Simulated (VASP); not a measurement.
# Ti3Al4Ni (P4/mmm) in VASP: a series of runs

Runs on Ti3Al4Ni. Level: PBE. Tasks: single point.

Program: VASP 6.6.1. These are calculated values, not measurements. Logs are shortened: lines on timing, memory, paths and dates and some standing lists are left out, and cuts for length are marked.

## Step 1: The cell of the first run

It takes space group P4/mmm (No. 123, tetragonal). The conventional cell has a = 6.276 Å, b = 6.276 Å, c = 3.092 Å, α = 90.00°, β = 90.00°, γ = 90.00°. Within 3.6 Å of Ti (site symmetry mmm) lie 8 Al at 2.71 Å and 4 Ti at 3.09 to 3.14 Å and 2 Ni at 3.14 Å. Within 3.8 Å of Ti (site symmetry 4/mmm) lie 8 Al at 2.90 Å and 6 Ti at 3.09 to 3.14 Å. Within 3.3 Å of Al (site symmetry m2m) lie 2 Ni at 2.51 Å and 6 Ti at 2.71 to 2.90 Å and 4 Al at 2.81 to 3.09 Å. Within 3.3 Å of Ni (site symmetry 4/mmm) lie 8 Al at 2.51 Å and 2 Ni at 3.09 Å and 4 Ti at 3.14 Å.

## Step 2: Single point, PBE

INCAR reads:

```
PREC     = Accurate       # precision mode
ENCUT    = 520            # plane-wave cutoff, eV
EDIFF    = 1E-6           # SCF threshold, eV
ISMEAR   = 0              # smearing method
SIGMA    = 0.1            # smearing width, eV
LREAL    = F              # projectors in reciprocal space
LASPH    = T              # aspherical terms in the spheres
NELM     = 100            # most SCF steps
ALGO     = Fast           # electronic algorithm
ISIF     = 2              # what is computed and relaxed
LWAVE    = F              # write WAVECAR
LCHARG   = T              # write CHGCAR
GGA      = PE             # functional
LELF     = T              # ELF
LVHAR    = T            
NBANDS   = 39             # bands
```

KPOINTS reads:

```
regular mesh
0
Gamma
  4 4 6
```

POSCAR reads:

```
Ti3Al4Ni
1.0
    6.2763724000      0.0000000000      0.0000000000
    0.0000000000      6.2763724000      0.0000000000
    0.0000000000      0.0000000000      3.0917412000
Ti Al Ni
3 4 1
Direct
    0.5000000000      0.0000000000      0.5000000000
    0.5000000000      0.5000000000      0.5000000000
    0.0000000000      0.5000000000      0.5000000000
    0.2234760000      0.7765240000      0.0000000000
    0.2234760000      0.2234760000      0.0000000000
    0.7765240000      0.7765240000      0.0000000000
    0.7765240000      0.2234760000      0.0000000000
    0.0000000000      0.0000000000      0.5000000000
```

Potentials or basis: VASP PAW PBE potentials, release 64 (Ti_sv, Al, Ni).

Command:

```console
$ cat potpaw_PBE.64/Ti_sv/POTCAR potpaw_PBE.64/Al/POTCAR potpaw_PBE.64/Ni/POTCAR > POTCAR
$ mpirun -np 1 vasp_std > vasp.out
```

OUTCAR:

```text
PREC = Accurate
   ENCUT = 520
   EDIFF = 1E-6
   ISMEAR = 0
   LREAL = F
   LASPH = T
   NELM = 100
   ISIF = 2
   GGA = PE

 ion  position               nearest neighbor table
   1  0.500  0.000  0.500-   4 2.71   5 2.71   6 2.71   7 2.71   4 2.71   5 2.71   6 2.71   7 2.71

   2  0.500  0.500  0.500-   4 2.90   5 2.90   6 2.90   7 2.90   4 2.90   5 2.90   6 2.90   7 2.90

   3  0.000  0.500  0.500-   4 2.71   5 2.71   6 2.71   7 2.71   4 2.71   5 2.71   6 2.71   7 2.71

   4  0.223  0.777  0.000-   8 2.51   8 2.51   1 2.71   1 2.71   3 2.71   3 2.71   5 2.81   6 2.81
                             2 2.90   2 2.90
   5  0.223  0.223  0.000-   8 2.51   8 2.51   1 2.71   1 2.71   3 2.71   3 2.71   4 2.81   7 2.81
                             2 2.90   2 2.90
   6  0.777  0.777  0.000-   8 2.51   8 2.51   1 2.71   1 2.71   3 2.71   3 2.71   4 2.81   7 2.81
                             2 2.90   2 2.90
   7  0.777  0.223  0.000-   8 2.51   8 2.51   1 2.71   1 2.71   3 2.71   3 2.71   5 2.81   6 2.81
                             2 2.90   2 2.90
   8  0.000  0.000  0.500-   4 2.51   5 2.51   6 2.51   7 2.51   4 2.51   5 2.51   6 2.51   7 2.51

  LATTYP: Found a simple tetragonal cell.
 ALAT       =     6.2763724000
 C/A-ratio  =     0.4926000248

  Lattice vectors:

 A1 = (   6.2763724000,   0.0000000000,   0.0000000000)
 A2 = (   0.0000000000,   6.2763724000,   0.0000000000)
 A3 = (   0.0000000000,   0.0000000000,   3.0917412000)

Analysis of symmetry for initial positions (statically):
=====================================================================
 Subroutine PRICEL returns:
 Original cell was already a primitive cell.

 Routine SETGRP: Setting up the symmetry group for a
 simple tetragonal supercell.

 Subroutine GETGRP returns: Found 16 space group operations
 (whereof 16 operations were pure point group operations)
 out of a pool of 16 trial point group operations.

The static configuration has the point symmetry D_4h.

Analysis of symmetry for dynamics (positions and initial velocities):
=====================================================================
 Subroutine PRICEL returns:
 Original cell was already a primitive cell.

 Routine SETGRP: Setting up the symmetry group for a
 simple tetragonal supercell.

 Subroutine GETGRP returns: Found 16 space group operations
 (whereof 16 operations were pure point group operations)
 out of a pool of 16 trial point group operations.

The dynamic configuration has the point symmetry D_4h.

 Subroutine INISYM returns: Found 16 space group operations
 (whereof 16 operations are pure point group operations),
 and found     1 'primitive' translations

----------------------------------------------------------------------------------------

                                     Primitive cell

  volume of cell :     121.7925

  direct lattice vectors                    reciprocal lattice vectors
     6.276372400  0.000000000  0.000000000     0.159327703  0.000000000  0.000000000
     0.000000000  6.276372400  0.000000000     0.000000000  0.159327703  0.000000000
     0.000000000  0.000000000  3.091741200     0.000000000  0.000000000  0.323442337

  length of vectors
     6.276372400  6.276372400  3.091741200     0.159327703  0.159327703  0.323442337

  position of ions in fractional coordinates (direct lattice)
     0.500000000  0.000000000  0.500000000
     0.500000000  0.500000000  0.500000000
     0.000000000  0.500000000  0.500000000
     0.223476000  0.776524000  0.000000000
     0.223476000  0.223476000  0.000000000
     0.776524000  0.776524000  0.000000000
     0.776524000  0.223476000  0.000000000
     0.000000000  0.000000000  0.500000000

  ion indices of the primitive-cell ions
   primitive index   ion index
                 1           1
                 2           2
                 3           3
                 4           4
                 5           5
                 6           6
                 7           7
                 8           8

----------------------------------------------------------------------------------------

 KPOINTS: regular mesh

Automatic generation of k-mesh.
 Grid dimensions read from file:
 generate k-points for:    4    4    6

 Generating k-lattice:

  Cartesian coordinates                     Fractional coordinates (reciprocal lattice)
     0.039831926  0.000000000  0.000000000     0.250000000  0.000000000  0.000000000
     0.000000000  0.039831926  0.000000000     0.000000000  0.250000000  0.000000000
     0.000000000  0.000000000  0.053907056     0.000000000  0.000000000  0.166666667

  Length of vectors
     0.039831926  0.039831926  0.053907056

  Shift w.r.t. Gamma in fractional coordinates (k-lattice)
     0.000000000  0.000000000  0.000000000

 Subroutine IBZKPT returns following result:
 ===========================================

 Found     24 irreducible k-points:

 Following reciprocal coordinates:
            Coordinates               Weight
  0.000000  0.000000  0.000000      1.000000
  0.250000  0.000000  0.000000      4.000000
  0.500000  0.000000  0.000000      2.000000
  0.250000  0.250000  0.000000      4.000000
  0.500000  0.250000  0.000000      4.000000
  0.500000  0.500000  0.000000      1.000000
[... 16 lines left out ...]
  0.500000  0.250000  0.500000      4.000000
  0.500000  0.500000  0.500000      1.000000
   k-points           NKPTS =     24   k-points in BZ     NKDIM =     24   number of bands    NBANDS=     39
   number of dos      NEDOS =    301   number of ions     NIONS =      8
   total plane-waves  NPLWV =  55296
   dimension x,y,z NGX =    48 NGY =   48 NGZ =   24
   dimension x,y,z NGXF=    96 NGYF=   96 NGZF=   48
   ions per type =               3   4   1
   NGX,Y,Z   is equivalent  to a cutoff of  12.71, 12.71, 12.91 a.u.
   NGXF,Y,Z  is equivalent  to a cutoff of  25.43, 25.43, 25.81 a.u.
 SYSTEM =  unknown system
   PREC   = accura    normal or accurate (medium, high low for compatibility)
   ISTART =      0    job   : 0-new  1-cont  2-samecut
   ICHARG =      2    charge: 1-file 2-atom 10-const
   ISPIN  =      1    spin polarized calculation?
   LNONCOLLINEAR =      F non collinear calculations
   LSORBIT =      F    spin-orbit coupling
   LASPH  =      T    aspherical Exc in radial PAW
   ENCUT  =  520.0 eV  38.22 Ry    6.18 a.u.  11.67 11.67  5.75*2*pi/ulx,y,z
   NELM   =    100;   NELMIN=  2; NELMDL= -5     # of ELM steps
   EDIFF  = 0.1E-05   stopping-criterion for ELM
   LREAL  =      F    real-space projection
   EDIFFG = 0.1E-04   stopping-criterion for IOM
   NSW    =      0    number of steps for IOM
   IBRION =     -1    ionic relax: 0-MD 1-quasi-New 2-CG
   NFREE  =      0    steps in history (QN), initial steepest desc. (CG)
   ISIF   =      2    stress and relaxation
   ISYM   =      2    0-nonsym 1-usesym 2-fastsym
   POTIM  = 0.5000    time-step for ionic-motion
   TEBEG  =    0.0;   TEEND  =   0.0 temperature during run
   PSTRESS=    0.0 pullay stress
   NELECT =      58.0000    total number of electrons
   NUPDOWN=      -1.0000    fix difference up-down
   EMIN   =  10.00;   EMAX   =-10.00  energy-range for DOS
   EFERMI =   0.00;   METHOD = LEGACY
   ISMEAR =     0;   SIGMA  =   0.10  broadening in eV -4-tet -1-fermi 0-gaus
   EFERMI_NEDOS =   21; number of points for ismear=-14 and -15
   IALGO  =     68    algorithm
   IMIX   =      4    mixing-type and parameters
     AMIX     =   0.40;   BMIX     =  1.00
     AMIX_MAG =   1.60;   BMIX_MAG =  1.00
  volume/ion in A,a.u.               =      15.22       102.74
  Fermi-wavevector in a.u.,A,eV,Ry     =   1.278431  2.415884 22.237171  1.634386
  Thomas-Fermi vector in A             =   2.410974
   LORBIT       =      0    0 simple, 1 ext, 2 COOP (PROOUT), +10 PAW based schemes
   GGA     = PE    functional components
   LHFCALC =     F    Hartree Fock is set to
   AEXX    =    0.0000 exact exchange contribution
   IVDW    =     0    specifies the selected vdW correction
   LEPSILON=     F    determine dielectric tensor
   LRPA    =     F    only Hartree local field effects (RPA)
 non-spin polarized calculation
 RMM-DIIS sequential band-by-band and
 Gauss-broadening in eV      SIGMA  =   0.10
  energy-cutoff  :      520.00
  volume of cell :      121.79
 maximum number of plane-waves:      3308
 NGX is ok and might be reduce to    48
   NGX = 23   NGY = 23   NGZ = 11

 number of electron      58.0000000 magnetization

 Free energy of the ion-electron system (eV)
  ---------------------------------------------------
  ext. energy  EPLUGINS =         0.00000000
  ---------------------------------------------------
  free energy    TOTEN  =       -47.29344809 eV

  energy without entropy =      -47.27561824  energy(sigma->0) =      -47.28453317

 E-fermi :   8.7039     XC(G=0): -11.2180

 val. band max:        8.6825906762   @ k =   0.5000   0.0000   0.5000
 cond. band min:       8.7044795567   @ k =   0.2500   0.0000   0.1667
 fundamental gap:      0.0218888805
 Fermi energy:         8.7038827551

 k-point     1 :       0.0000    0.0000    0.0000
  band No.  band energies     occupation
      1     -48.2416      2.00000
      2     -48.0148      2.00000
      3     -48.0146      2.00000
      4     -24.5266      2.00000
      5     -24.5266      2.00000
      6     -24.4190      2.00000
[... 31 lines left out ...]
     38      13.2507      0.00000
     39      13.3830      0.00000

 k-point     2 :       0.2500    0.0000    0.0000
  band No.  band energies     occupation
      1     -48.2414      2.00000
      2     -48.0149      2.00000
      3     -48.0146      2.00000
      4     -24.5262      2.00000
      5     -24.5098      2.00000
      6     -24.4189      2.00000
[... 913 lines left out ...]
     38      12.0600      0.00000
     39      12.8767      0.00000

 k-point    24 :       0.5000    0.5000    0.5000
  band No.  band energies     occupation
      1     -48.2215      2.00000
      2     -47.9949      2.00000
      3     -47.9949      2.00000
      4     -24.6170      2.00000
      5     -24.4664      2.00000
      6     -24.4664      2.00000
[... 31 lines left out ...]
     38      13.2984      0.00000
     39      13.2992      0.00000

------------------------ aborting loop because EDIFF is reached ----------------------------------------

  FORCE on cell =-STRESS in cart. coord.  units (eV):
  Direction    XX          YY          ZZ          XY          YZ          ZX
  --------------------------------------------------------------------------------------
  -------------------------------------------------------------------------------------
  Total        0.1958318      0.1958318     -0.2781947      0.0000000      0.0000000     -0.0000000
  in kB        2.5761623      2.5761623     -3.6596446      0.0000000      0.0000000     -0.0000000
  external PRESSURE =       0.4975600 kB  Pullay stress =       0.0000000 kB

 VOLUME and BASIS-vectors are now :
 -----------------------------------------------------------------------------
  energy-cutoff  :      520.00
  volume of cell :      121.79
      direct lattice vectors                 reciprocal lattice vectors
     6.276372400  0.000000000  0.000000000     0.159327703  0.000000000  0.000000000
     0.000000000  6.276372400  0.000000000     0.000000000  0.159327703  0.000000000
     0.000000000  0.000000000  3.091741200     0.000000000  0.000000000  0.323442337

 POSITION                                       TOTAL-FORCE (eV/Angst)
 -----------------------------------------------------------------------------------
      3.13819      0.00000      1.54587         0.000000      0.000000      0.000000
      3.13819      3.13819      1.54587         0.000000      0.000000      0.000000
      0.00000      3.13819      1.54587         0.000000      0.000000      0.000000
      1.40262      4.87375      0.00000         0.023567     -0.023567      0.000000
      1.40262      1.40262      0.00000         0.023567      0.023567      0.000000
      4.87375      4.87375      0.00000        -0.023567     -0.023567      0.000000
      4.87375      1.40262      0.00000        -0.023567      0.023567     -0.000000
      0.00000      0.00000      1.54587         0.000000      0.000000      0.000000
 -----------------------------------------------------------------------------------
    total drift:                                0.000000      0.000000     -0.000000

  FREE ENERGIE OF THE ION-ELECTRON SYSTEM (eV)
  ---------------------------------------------------
  free  energy   TOTEN  =       -47.2934480919 eV

  energy  without entropy=      -47.2756182417  energy(sigma->0) =      -47.28453317
```

Wall time 4 min (1 thread of Intel Xeon Platinum 8488C (Sapphire Rapids), shared host); peak memory 0.28 GiB.

Results:

```yaml
Free_energy: -47.2934 eV
Pressure: 0.0 GPa
Largest_force: 0.033 eV/Å
Band_gap_on_the_k_mesh: zero (band 29 reaches 9.05 eV, above the bottom of band 30 at 8.09 eV)
```

Forces in eV/Å, atoms in the order of the input:
```
Ti   0.000  0.000  0.000
Ti   0.000  0.000  0.000
Ti   0.000  0.000  0.000
Al   0.024 -0.024  0.000
Al   0.024  0.024  0.000
Al  -0.024 -0.024  0.000
Al  -0.024  0.024  0.000
Ni   0.000  0.000  0.000
```

Stress tensor (GPa, compression positive):
```
 0.26  0.00  0.00
 0.00  0.26  0.00
 0.00  0.00 -0.37
```

Levels at points of the mesh, in eV from the Fermi level:
```tsv
k point	band 27	band 28	band 29	band 30	band 31	band 32
(0.00, 0.00, 0.00)	-0.72	-0.67	0.27	0.82	0.88	0.88
(0.50, 0.00, 0.00)	-0.81	-0.28	0.12	0.66	0.94	1.00
(0.50, 0.50, 0.00)	-1.05	-0.62	0.25	0.25	0.57	0.92
(0.00, 0.00, 0.50)	-1.23	-1.12	-0.86	-0.61	0.83	0.83
(0.50, 0.00, 0.50)	-1.09	-0.63	-0.48	-0.02	0.16	0.80
(0.50, 0.50, 0.50)	-1.02	0.02	0.21	0.21	0.36	0.36
```

## Step 3: Single point, PBE, collinear spin, ferromagnetic start

INCAR reads:

```
PREC = Accurate ; ENCUT = 520
EDIFF = 1E-7 ; ISMEAR = 0
SIGMA = 0.1 ; LREAL = F
LASPH = T ; NELM = 150
ALGO = Normal ; ISIF = 2
LWAVE = F ; LCHARG = F
ISPIN = 2 ; MAGMOM = 1 1 1 0 0 0 0 2
LORBIT = 11 ; LMAXMIX = 4
GGA = PE ; NBANDS = 43
```

KPOINTS is that of step 2.

POSCAR is that of step 2.

Potentials or basis: VASP PAW PBE potentials, release 64 (Ti_sv, Al, Ni).

Command:

```console
$ cat potpaw_PBE.64/Ti_sv/POTCAR potpaw_PBE.64/Al/POTCAR potpaw_PBE.64/Ni/POTCAR > POTCAR
$ mpirun -np 1 vasp_std > vasp.out
```

Run time: 8.4 min. Hardware: 1 thread of Intel Xeon 8259CL, shared host; peak memory 0.38 GiB.

It converged, with:

| Item | Value |
| --- | --- |
| Free energy | -47.2935 eV |
| Pressure | 0.0 GPa |
| Largest force | 0.033 eV/Å |
| Band gap on the k mesh | zero (filled and empty bands overlap) |
| Net moment | 0.00 μB per cell |
| Valence electrons inside the program's atomic spheres | Ti 10.30, 10.17; Al 0.82; Ni 9.42 |

Forces in eV/Å, atoms in the order of the input:
```
Ti   0.000  0.000  0.000
Ti   0.000  0.000  0.000
Ti   0.000  0.000  0.000
Al   0.023 -0.023  0.000
Al   0.023  0.023  0.000
Al  -0.023 -0.023  0.000
Al  -0.023  0.023  0.000
Ni   0.000  0.000  0.000
```

Stress tensor (GPa, compression positive):
```
 0.25  0.00  0.00
 0.00  0.25  0.00
 0.00  0.00 -0.37
```

Levels at points of the mesh, in eV from the Fermi level:
Spin up:
| k point | band 27 | band 28 | band 29 | band 30 | band 31 | band 32 |
| --- | --- | --- | --- | --- | --- | --- |
| (0.00, 0.00, 0.00) | -0.72 | -0.67 | 0.27 | 0.82 | 0.88 | 0.88 |
| (0.50, 0.00, 0.00) | -0.81 | -0.28 | 0.12 | 0.66 | 0.94 | 1.00 |
| (0.50, 0.50, 0.00) | -1.05 | -0.62 | 0.25 | 0.25 | 0.57 | 0.92 |
| (0.00, 0.00, 0.50) | -1.23 | -1.12 | -0.86 | -0.61 | 0.83 | 0.83 |
| (0.50, 0.00, 0.50) | -1.09 | -0.63 | -0.48 | -0.02 | 0.16 | 0.80 |
| (0.50, 0.50, 0.50) | -1.02 | 0.02 | 0.21 | 0.21 | 0.36 | 0.36 |
Spin down:
```csv
k point,band 27,band 28,band 29,band 30,band 31,band 32
"(0.00, 0.00, 0.00)",-0.72,-0.67,0.27,0.82,0.88,0.88
"(0.50, 0.00, 0.00)",-0.81,-0.28,0.12,0.66,0.94,1.00
"(0.50, 0.50, 0.00)",-1.05,-0.62,0.25,0.25,0.57,0.92
"(0.00, 0.00, 0.50)",-1.23,-1.12,-0.86,-0.61,0.83,0.83
"(0.50, 0.00, 0.50)",-1.09,-0.63,-0.48,-0.02,0.16,0.80
"(0.50, 0.50, 0.50)",-1.02,0.02,0.21,0.21,0.36,0.36
```

Caveat: the starting moments collapsed, and a magnetic state may lie lower.
